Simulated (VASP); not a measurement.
Sn4HO8 (a cell with a defect): single point with PBE

The system is Sn4HO8 (a cell with a defect).

```
CELL_PARAMETERS angstrom
0.00000 4.82719 -3.23815
0.00000 -4.82719 -3.23815
-4.82719 0.00000 3.23815
ATOMIC_POSITIONS crystal
Sn 0.25000 0.75000 0.50000
Sn 0.75000 0.25000 0.50000
Sn 0.02137 0.97683 0.99820
Sn 0.47863 0.52317 0.00180
O 0.57282 0.76986 0.81660
O 0.04674 0.24378 0.81660
O 0.92718 0.73014 0.18340
O 0.45326 0.25622 0.18340
O 0.47954 0.19907 0.67861
O 0.94317 0.68006 0.62322
O 0.55683 0.81994 0.37678
O 0.02046 0.30093 0.32139
H 0.25000 0.75000 0.00000
```

```yaml
Program: VASP 6.6.1
Task: single point
Functional: PBE
Potentials_or_basis: VASP PAW PBE potentials, release 64 (Sn_d, O, H)
Cutoff: 520 eV
k_mesh: 3 × 3 × 3
Occupations: gaussian, width 0.02 eV
Spin: no spin polarisation
Dipole_correction: no
Charge: -1
Further_INCAR_settings: ALGO = Normal; EDIFF = 1e-06; NBANDS = 64; NELECT = 106.0
```

- Largest force: 0.025 eV/Å

Forces on the atoms (eV/Å):
```
Sn   0.000  0.000  0.000
Sn   0.000  0.000  0.000
Sn  -0.025 -0.007  0.000
Sn   0.025  0.007  0.000
O   -0.001 -0.023 -0.005
O   -0.001 -0.023  0.005
O    0.001  0.023  0.005
O    0.001  0.023 -0.005
O   -0.011 -0.016  0.000
O    0.003 -0.007  0.000
O   -0.003  0.007  0.000
O    0.011  0.016  0.000
H    0.000  0.000  0.000
```

Levels at points of the mesh, in eV from the Fermi level:
```tsv
k point	band 51	band 52	band 53	band 54	band 55	band 56
(0.00, 0.00, 0.00)	-2.80	-2.40	-2.06	0.24	1.90	2.01
```

Wall time 2.4 min on 1 thread of Intel(R) Xeon(R) Platinum 8259CL CPU @ 2.50GHz (Skylake/Cascade Lake), on a shared host, peak memory 0.35 GiB.

Caveat: the k points lie up to 0.45 Å⁻¹ apart; the cell carries a net charge on a neutralising background, which shifts energy and pressure; the cell is charged against a uniform background, so pressure and absolute levels hang on convention; spin-orbit coupling is left out, which moves the levels of the heavy elements.
